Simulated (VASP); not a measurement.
# Ti12H (a cell with a defect) in VASP: notebook, part 2 of 2

VASP 6.6.1.

## (3) Single point, PBE+D3(BJ)

The input, INCAR:

```
PREC     = Accurate       # precision mode
ENCUT    = 520            # plane-wave cutoff, eV
EDIFF    = 1E-6           # SCF threshold, eV
ISMEAR   = 0              # smearing method
SIGMA    = 0.05           # smearing width, eV
LREAL    = F              # projectors in reciprocal space
LASPH    = T              # aspherical terms in the spheres
NELM     = 60             # most SCF steps
ALGO     = Normal         # electronic algorithm
ISIF     = 2              # what is computed and relaxed
LWAVE    = F              # write WAVECAR
LCHARG   = T              # write CHGCAR
GGA      = PE             # functional
IVDW     = 12             # dispersion correction
LELF     = T              # ELF
LVHAR    = T            
NBANDS   = 84             # bands
```

The input, KPOINTS:

```
Automatic mesh
0
Gamma
  3 2 4
```

The input, POSCAR:

```
Ti12H
1.0
    5.9000000000      0.0000000000      0.0000000000
   -4.4250000000      7.6643250000      0.0000000000
    0.0000000000      0.0000000000      4.6846000000
Ti H
12 1
Direct
    0.0009460732      0.0002706681     -0.0046113360
    0.1635960644      0.2190587581      0.4994983176
    0.0054286926      0.3311708517     -0.0012386777
    0.1740448311      0.5583200665      0.5042482872
    0.0030771684      0.6709081908      0.0045398295
    0.1671582882      0.8897739419      0.5031945520
    0.4991844662     -0.0006505570     -0.0031718010
    0.6631534627      0.2180980523      0.4955091360
    0.4923775901      0.3308087863     -0.0043794788
    0.6610495984      0.5579050268      0.5007362226
    0.5027447923      0.6700574963      0.0002095786
    0.6653501967      0.8888371689      0.5045338408
    0.8327943758      0.4447284493      0.2498567291
```

Potentials or basis: VASP PAW PBE potentials, release 64 (Ti_sv, H).

Run with:

```console
$ cat potpaw_PBE.64/Ti_sv/POTCAR potpaw_PBE.64/H/POTCAR > POTCAR
$ mpirun -np 1 vasp_std > vasp.out
```

OUTCAR:

```text
PREC = Accurate
   ENCUT = 520
   EDIFF = 1E-6
   ISMEAR = 0
   LREAL = F
   LASPH = T
   NELM = 60
   ISIF = 2
   GGA = PE
   IVDW = 12
 IVDW          = 12

 ion  position               nearest neighbor table
   1  0.001  0.000  0.995-   6 2.86   2 2.87  12 2.87   2 2.90   9 2.91   3 2.92
   2  0.164  0.219  0.499-   1 2.87   9 2.87   3 2.87   3 2.88   1 2.90   9 2.90
   3  0.005  0.331  0.999-   2 2.87   9 2.87   2 2.88   4 2.90   8 2.91   1 2.92
   4  0.174  0.558  0.504-  11 2.87  10 2.88  11 2.90   3 2.90  12 2.91   5 2.91   5 2.92
   5  0.003  0.671  0.005-   6 2.88   6 2.89  10 2.91   4 2.91   4 2.92   7 2.92
   6  0.167  0.890  0.503-   1 2.86   7 2.87   5 2.88   5 2.89   8 2.92   7 2.92
   7  0.499  0.999  0.997-  12 2.86   6 2.87   8 2.88   8 2.89   6 2.92   5 2.92
   8  0.663  0.218  0.496-   7 2.88   7 2.89   3 2.91   9 2.92   9 2.92   6 2.92  12 2.92
   9  0.492  0.331  0.996-   2 2.87   3 2.87   2 2.90  10 2.90   1 2.91   8 2.92   8 2.92
  10  0.661  0.558  0.501-  11 2.87   4 2.88  11 2.88   9 2.90   5 2.91  12 2.92
  11  0.503  0.670  0.000-  12 2.86   4 2.87  10 2.87  10 2.88  12 2.90   4 2.90
  12  0.665  0.889  0.505-   7 2.86  11 2.86   1 2.87  11 2.90   4 2.91  10 2.92   8 2.92
  13  0.833  0.445  0.250-

  LATTYP: Found a simple monoclinic cell.
[... 1443 lines left out ...]
 Edisp (eV)   -7.28487

 E8    (eV) :    -3.4268

  FORCE on cell =-STRESS in cart. coord.  units (eV):
  Direction    XX          YY          ZZ          XY          YZ          ZX
  --------------------------------------------------------------------------------------
  -------------------------------------------------------------------------------------
  Total      -8.94976    -9.05114    -8.60100    -0.25711     0.28741     0.04684
  in kB     -67.68984   -68.45662   -65.05205    -1.94464     2.17380     0.35427
  external pressure =      -67.07 kB  Pullay stress =        0.00 kB

 VOLUME and BASIS-vectors are now :
 -----------------------------------------------------------------------------
  energy-cutoff  :      520.00
  volume of cell :      211.84
      direct lattice vectors                 reciprocal lattice vectors
     5.900000000  0.000000000  0.000000000     0.169491525  0.097855976  0.000000000
    -4.425000000  7.664325000  0.000000000     0.000000000  0.130474634  0.000000000
     0.000000000  0.000000000  4.684600000     0.000000000  0.000000000  0.213465397

 POSITION                                       TOTAL-FORCE (eV/Angst)
 -----------------------------------------------------------------------------------
      0.00438      0.00207      4.66300        -0.000135     -0.003529     -0.010270
     -0.00412      1.67894      2.33995         0.003186     -0.006612      0.002443
     -1.43340      2.53820      4.67880         0.006829     -0.000118     -0.008750
     -1.44370      4.27915      2.36220         0.005781      0.002602      0.018858
     -2.95061      5.14206      0.02127         0.003245     -0.003025     -0.000088
     -2.95102      6.81952      2.35727        -0.003731     -0.004341      0.016958
     -1.47693      7.65934      4.66974         0.002744      0.002873     -0.017126
      2.94752      1.67157      2.32126        -0.002882      0.008716     -0.004156
      1.44120      2.53543      4.66408        -0.008805     -0.004575     -0.022736
      1.43146      4.27597      2.34575        -0.012807      0.002528      0.015824
      0.00119      5.13554      0.00098        -0.002403      0.006262     -0.001542
     -0.00754      6.81234      2.36354         0.001747      0.003258      0.009582
      2.94556      3.40854      1.17048         0.007232     -0.004037      0.001004
 -----------------------------------------------------------------------------------
    total drift:                               -0.000616      0.000260     -0.000054

  FREE ENERGIE OF THE ION-ELECTRON SYSTEM (eV)
  ---------------------------------------------------
  free  energy   TOTEN  =      -105.0541042094 eV

  energy  without entropy=     -105.0311344596  energy(sigma->0) =     -105.04261933
```

stdout:

```text
POSCAR found type information on POSCAR TiH
 POSCAR found :  2 types and      13 ions
 scaLAPACK will be used
 LDA part: xc-table for (Slater+PW92), standard interpolation
 -----------------------------------------------------------------------------
|                                                                             |
|           W    W    AA    RRRRR   N    N  II  N    N   GGGG   !!!           |
|           W    W   A  A   R    R  NN   N  II  NN   N  G    G  !!!           |
|           W    W  A    A  R    R  N N  N  II  N N  N  G       !!!           |
|           W WW W  AAAAAA  RRRRR   N  N N  II  N  N N  G  GGG   !            |
|           WW  WW  A    A  R   R   N   NN  II  N   NN  G    G                |
|           W    W  A    A  R    R  N    N  II  N    N   GGGG   !!!           |
|                                                                             |
|     Your reciprocal lattice and k-lattice belong to different lattice       |
|     classes:                                                                |
|                                                                             |
|        The reciprocal lattice is simple monoclinic,                         |
|        whereas your k-lattice is hexagonal.                                 |
|                                                                             |
|     Results are often still useful ...                                      |
|                                                                             |
 -----------------------------------------------------------------------------

 POSCAR, INCAR and KPOINTS ok, starting setup
 FFT: planning ... GRIDC
 FFT: planning ... GRID_SOFT
 FFT: planning ... GRID
 WAVECAR not read
 entering main loop
```

Wall time 6.9 min (1 thread of AMD EPYC 7R13 (Zen 3), shared host); peak memory 0.39 GiB.

What came out:

```
Free energy                : -105.0541 eV
Pressure                   : -6.7 GPa
Largest force              : 0.025 eV/Å
Band gap on the k mesh     : zero (an odd number of electrons rules out a gap without spin polarisation)
Dispersion energy per atom : -0.560 eV
```

Forces on the atoms (eV/Å):
```
Ti   0.000 -0.004 -0.010
Ti   0.003 -0.007  0.002
Ti   0.007  0.000 -0.009
Ti   0.006  0.003  0.019
Ti   0.003 -0.003  0.000
Ti  -0.004 -0.004  0.017
Ti   0.003  0.003 -0.017
Ti  -0.003  0.009 -0.004
Ti  -0.009 -0.005 -0.023
Ti  -0.013  0.003  0.016
Ti  -0.002  0.006 -0.002
Ti   0.002  0.003  0.010
H    0.007 -0.004  0.001
```

Stress tensor (GPa, compression positive):
```
-6.77 -0.19  0.04
-0.19 -6.85  0.22
 0.04  0.22 -6.51
```

Caveat: the k points lie up to 0.41 Å⁻¹ apart, too coarse for converged energies and pressures of a metal.

## (4) Single point, PBE+D3(BJ)

The input, INCAR:

```
ALGO     = Normal         # electronic algorithm
EDIFF    = 1E-6           # SCF threshold, eV
ENCUT    = 520            # plane-wave cutoff, eV
GGA      = PE             # functional
ISIF     = 2              # what is computed and relaxed
ISMEAR   = 0              # smearing method
IVDW     = 12             # dispersion correction
LASPH    = True           # aspherical terms in the spheres
LCHARG   = False          # write CHGCAR
LREAL    = False          # projectors in reciprocal space
LWAVE    = False          # write WAVECAR
NBANDS   = 84             # bands
NELM     = 100            # most SCF steps
PREC     = Accurate       # precision mode
SIGMA    = 0.05           # smearing width, eV
```

The input, KPOINTS:

```
k-points
0
Gamma
  3 2 4
```

The input, POSCAR:

```
Ti12H
1.0
    5.9000000000      0.0000000000      0.0000000000
   -4.4250000000      7.6643250000      0.0000000000
    0.0000000000      0.0000000000      4.6846000000
Ti H
12 1
Direct
    0.0013144646      0.0003408878      0.0051334431
    0.1639584522      0.2191295800      0.5009338918
    0.0056585552      0.3312721869      0.0014633553
    0.1744374270      0.5584143763      0.4961736146
    0.0033456548      0.6708844511     -0.0042340069
    0.1675025771      0.8898165018      0.4972524511
    0.4995319975     -0.0006116657      0.0036093000
    0.6634153786      0.2180793198      0.5047802990
    0.4927586537      0.3309054363      0.0047838329
    0.6612928201      0.5579978384      0.4995142261
    0.5031260041      0.6701271603      0.0002466819
    0.6657124823      0.8889011165      0.4959910036
    0.8337603428      0.4447934107      0.7509978476
```

Run with:

```console
$ cat potpaw_PBE.64/Ti_sv/POTCAR potpaw_PBE.64/H/POTCAR > POTCAR
$ mpirun -np 1 vasp_std > vasp.out
```

Run time: 6.9 min. Hardware: 1 thread of AMD EPYC 7R13 (Zen 3), shared host; peak memory 0.4 GiB.

It converged, with:

* Free energy: -105.0541 eV
* Pressure: -6.7 GPa
* Largest force: 0.024 eV/Å
* Band gap on the k mesh: zero (an odd number of electrons rules out a gap without spin polarisation)
* Dispersion energy per atom: -0.560 eV

Forces in eV/Å, atoms in the order of the input:
```
Ti   0.000 -0.003  0.010
Ti   0.003 -0.006 -0.003
Ti   0.012 -0.003  0.013
Ti   0.005  0.002 -0.020
Ti   0.004  0.001  0.003
Ti  -0.004 -0.005 -0.018
Ti   0.002  0.002  0.017
Ti  -0.003  0.012  0.007
Ti  -0.009 -0.005  0.022
Ti  -0.008  0.000 -0.012
Ti  -0.003  0.007  0.000
Ti   0.002  0.004 -0.010
H   -0.002 -0.006 -0.008
```

Stress tensor (GPa, compression positive):
```
-6.77 -0.19 -0.04
-0.19 -6.85 -0.22
-0.04 -0.22 -6.51
```

Levels at points of the mesh, in eV from the Fermi level:
```tsv
k point	band 69	band 70	band 71	band 72	band 73	band 74	band 75	band 76
(0.00, 0.00, 0.00)	-0.69	-0.63	0.08	0.27	0.38	0.46	0.48	0.55
(0.00, 0.50, 0.00)	-0.44	-0.35	-0.16	-0.02	0.10	0.28	0.34	0.44
(0.00, 0.00, 0.50)	-0.63	-0.63	-0.34	-0.05	0.00	0.06	0.08	0.10
(0.00, 0.50, 0.50)	-0.47	-0.43	-0.34	-0.31	-0.15	-0.03	0.07	0.10
```

Caveat: the k points lie up to 0.41 Å⁻¹ apart, too coarse for converged energies and pressures of a metal.
